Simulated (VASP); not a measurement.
Write the native input for VASP 6.6.1 that does the following.

```yaml
Task: relaxation of cell and atoms
Functional: PBE
Potentials_or_basis: VASP PAW PBE potentials, release 64 (W_sv, C)
Cutoff: 600 eV
k_mesh: 4 × 4 × 6
Occupations: gaussian, width 0.1 eV
Spin: no spin polarisation
Dipole_correction: no
Further_INCAR_settings: ALGO = Normal; EDIFF = 1e-06; IBRION = 2; EDIFFG = -0.04; NSW = 90; ISIF = 3
```

The structure of W3C lies in POSCAR:

```
W3C
1.0
    2.7922177058     -7.1973230439      0.0000000000
    2.7922177058      7.1973230439      0.0000000000
    0.0000000000      0.0000000000      2.7775496624
W C
6 2
Direct
    0.2416293903      0.7583706097      0.7500000000
    0.7583706097      0.2416293903      0.2500000000
    0.1505787377      0.3225588267      0.7500000000
    0.8494212623      0.6774411733      0.2500000000
    0.3225588267      0.1505787377      0.2500000000
    0.6774411733      0.8494212623      0.7500000000
    0.6440883578      0.3559116422      0.7500000000
    0.3559116422      0.6440883578      0.2500000000
```

The input as run:

INCAR

```
SYSTEM = W3C
  PREC = Accurate
  ENCUT = 600
  EDIFF = 1E-6
  ISMEAR = 0
  SIGMA = 0.1
  LREAL = .False.
  LASPH = .True.
  NELM = 100
  ALGO = Normal
  ISIF = 3
  LWAVE = .False.
  LCHARG = .False.
  GGA = PE
  IBRION = 2
  NSW = 90
  EDIFFG = -0.04
```

KPOINTS

```
Automatic mesh
0
Gamma
  4 4 6
  0 0 0
```

Potentials or basis: VASP PAW PBE potentials, release 64 (W_sv, C).

Command:

```console
$ cat potpaw_PBE.64/W_sv/POTCAR potpaw_PBE.64/C/POTCAR > POTCAR
$ mpirun -np 1 vasp_std > vasp.out
```

It gave:

* Relaxed volume: 14.00 Å³/atom
* Relaxed cell: a = 7.767 Å, b = 7.767 Å, c = 2.776 Å, α = 90.00°, β = 90.00°, γ = 138.03°
* Space group after relaxing (to 0.05 Å): Cmcm (No. 63)
* Energy gained by relaxing: 1.9 meV/atom
* Ionic steps: 9
* Pressure after relaxing: 0.1 GPa
* Largest force after relaxing: 0.025 eV/Å
* Band gap on the k mesh: zero (band 46 reaches 10.94 eV, above the bottom of band 47 at 9.98 eV)

Caveat: the k points lie up to 0.38 Å⁻¹ apart in the final cell; spin-orbit coupling is left out, which moves the levels of the heavy elements.

It took 72 min on 1 thread of AMD EPYC 7571 (shared host), peak memory 0.38 GiB.
